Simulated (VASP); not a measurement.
# C (I4_1/amd) in VASP: a series of runs, part 2 of 2

VASP 6.6.1.

## 4. Single point, r2SCAN

This run uses another cell than the first one, of the same volume but with other edges.

The input, POSCAR:

```
C
1.0
    0.0000000000      1.8826768702      1.6002753396
    1.8826768702      0.0000000000      1.6002753396
    1.8826768702      1.8826768702      0.0000000000
C
2
Direct
    0.5000000000      0.5000000000      0.5000000000
    0.7500000000      0.7500000000      0.7500000000
```

The input, INCAR.step1:

```
SYSTEM = C
PREC = Accurate
ENCUT = 520
ISMEAR = 0
SIGMA = 0.05
LREAL = .False.
LASPH = .True.
NELM = 100
NBANDS = 11
GGA = PE
ALGO = Normal
EDIFF = 1E-4
LWAVE = .True.
LCHARG = .False.
```

The input, INCAR.step2:

```
SYSTEM = C
PREC = Accurate
ENCUT = 520
EDIFF = 1E-6
ISMEAR = 0
SIGMA = 0.05
LREAL = .False.
LASPH = .True.
NELM = 100
ALGO = Normal
ISIF = 2
LWAVE = .False.
LCHARG = .True.
METAGGA = R2SCAN
LMIXTAU = .True.
LELF = .True.
LVHAR = .True.
NBANDS = 11
ISTART = 1
```

The input, KPOINTS:

```
Automatic mesh
0
Gamma
  12 12 12
  0 0 0
```

Potentials or basis: VASP PAW PBE potentials, release 64 (C).

The run is started by

```bash
$ cat potpaw_PBE.64/C/POTCAR > POTCAR
$ cp INCAR.step1 INCAR
$ mpirun -np 1 vasp_std > vasp.out
$ cp INCAR.step2 INCAR
$ mpirun -np 1 vasp_std > vasp.out
```

OUTCAR:

```text
SYSTEM = C
   PREC = Accurate
   ENCUT = 520
   EDIFF = 1E-6
   ISMEAR = 0
   LREAL = .False.
   LASPH = .True.
   NELM = 100
   ISIF = 2
   METAGGA = R2SCAN
   ISTART = 1

 ion  position               nearest neighbor table
   1  0.500  0.500  0.500-   2 1.55   2 1.55   2 1.55   2 1.55
   2  0.750  0.750  0.750-   1 1.55   1 1.55   1 1.55   1 1.55

  LATTYP: Found a body centered tetragonal cell.
 ALAT       =     2.6625071634
 C/A-ratio  =     1.2020815280

  Lattice vectors:

 A1 = (   0.0000000000,  -1.8826768702,  -1.6002753396)
 A2 = (   0.0000000000,   1.8826768702,  -1.6002753396)
 A3 = (   1.8826768702,   0.0000000000,   1.6002753396)

Analysis of symmetry for initial positions (statically):
=====================================================================
 Subroutine PRICEL returns:
 Original cell was already a primitive cell.

 Routine SETGRP: Setting up the symmetry group for a
 body centered tetragonal supercell.

 Subroutine GETGRP returns: Found 16 space group operations
 (whereof  8 operations were pure point group operations)
 out of a pool of 16 trial point group operations.

[... 167 lines left out ...]
 cond. band min:      11.5043956171   @ k =   0.4167   0.4167   0.0000
 fundamental gap:      0.3180344353
 Fermi energy:        11.3427153105

 k-point     1 :       0.0000    0.0000    0.0000
  band No.  band energies     occupation
      1     -12.9332      2.00000
      2       9.0275      2.00000
      3       9.0275      2.00000
      4      11.1864      1.99999
      5      14.4255      0.00000
      6      16.5756      0.00000
      7      16.5756      0.00000
      8      23.2247      0.00000
      9      30.4730      0.00000
     10      33.0461      0.00000
     11      36.0304      0.00000
[... 309 lines left out ...]
 k-point    24 :      -0.4167    0.1667    0.0000
  band No.  band energies     occupation
      1      -6.7446      2.00000
      2      -2.8263      2.00000
      3       4.5056      2.00000
      4       5.6360      2.00000
      5      15.2977      0.00000
      6      20.2599      0.00000
      7      22.6839      0.00000
      8      24.6248      0.00000
      9      30.5773      0.00000
     10      35.2007      0.00000
     11      35.2785      0.00000

 [... further k-points ...]
[... 5 lines left out ...]
  --------------------------------------------------------------------------------------
  -------------------------------------------------------------------------------------
  Total       -3.1698254     -3.1698254      6.2136087      0.0000000     -0.0000000      0.0000000
  in kB     -447.6820017   -447.6820017    877.5627853      0.0000000     -0.0000000      0.0000000
  external PRESSURE =      -5.9337394 kB  Pullay stress =       0.0000000 kB

 VOLUME and BASIS-vectors are now :
 -----------------------------------------------------------------------------
  energy-cutoff  :      520.00
  volume of cell :       11.34
      direct lattice vectors                 reciprocal lattice vectors
     0.000000000  1.882676870  1.600275340    -0.265579297  0.265579297  0.312446232
     1.882676870  0.000000000  1.600275340     0.265579297 -0.265579297  0.312446232
     1.882676870  1.882676870  0.000000000     0.265579297  0.265579297 -0.312446232

 POSITION                                       TOTAL-FORCE (eV/Angst)
 -----------------------------------------------------------------------------------
      1.88268      1.88268      1.60028         0.000000      0.000000      0.000000
      2.82402      2.82402      2.40041        -0.000000     -0.000000     -0.000000
 -----------------------------------------------------------------------------------
    total drift:                                0.000000     -0.000000      0.000000

  FREE ENERGIE OF THE ION-ELECTRON SYSTEM (eV)
  ---------------------------------------------------
  free  energy   TOTEN  =       -19.1144197925 eV

  energy  without entropy=      -19.1144197907  energy(sigma->0) =      -19.11441979
```

OUTCAR.step1:

```text
SYSTEM = C
   PREC = Accurate
   ENCUT = 520
   ISMEAR = 0
   LREAL = .False.
[... 561 lines left out ...]
      1.88268      1.88268      1.60028         0.000000      0.000000      0.000000
      2.82402      2.82402      2.40041        -0.000000     -0.000000      0.000000
 -----------------------------------------------------------------------------------
    total drift:                                0.000000     -0.000000      0.000000

  FREE ENERGIE OF THE ION-ELECTRON SYSTEM (eV)
  ---------------------------------------------------
  free  energy   TOTEN  =       -17.6717295489 eV

  energy  without entropy=      -17.6717295408  energy(sigma->0) =      -17.67172954
```

It took 95 s on 1 thread of Intel Xeon Platinum 8375C at 2.90GHz (Ice Lake), shared host; peak memory 0.12 GiB.

What came out:

```yaml
Free_energy: -19.1144 eV
Pressure: -0.6 GPa
Band_gap_on_the_k_mesh: 0.32 eV, indirect (least direct gap 3.24 eV)
```

Caveat: the PAW data sets were made with another functional, which shifts forces and pressure a little. A k mesh can miss the band edges.

## 5. Overview

```tsv
cell	gap on the mesh (eV)	pressure (GPa)
a = 2.452, b = 2.452, c = 2.831 Å, angles 54.7, 54.7, 70.5°, 2 atoms	none	0.6
a = 2.752, b = 2.752, c = 2.247 Å, angles 65.9, 65.9, 48.2°, 2 atoms	none	7.4
a = 2.471, b = 2.471, c = 2.663 Å, angles 57.4, 57.4, 65.2°, 2 atoms	0.32	-0.6
```

Alike in all rows: task single point; level r2SCAN; potentials or basis VASP PAW PBE potentials, release 64 (C); no spin polarisation; k mesh 12 × 12 × 12; cutoff (eV) 520; smearing gaussian 0.05 eV.

Caveats: the PAW data sets were made with another functional, which shifts forces and pressure a little.

Absolute energies hang on the potentials; compare differences alone.
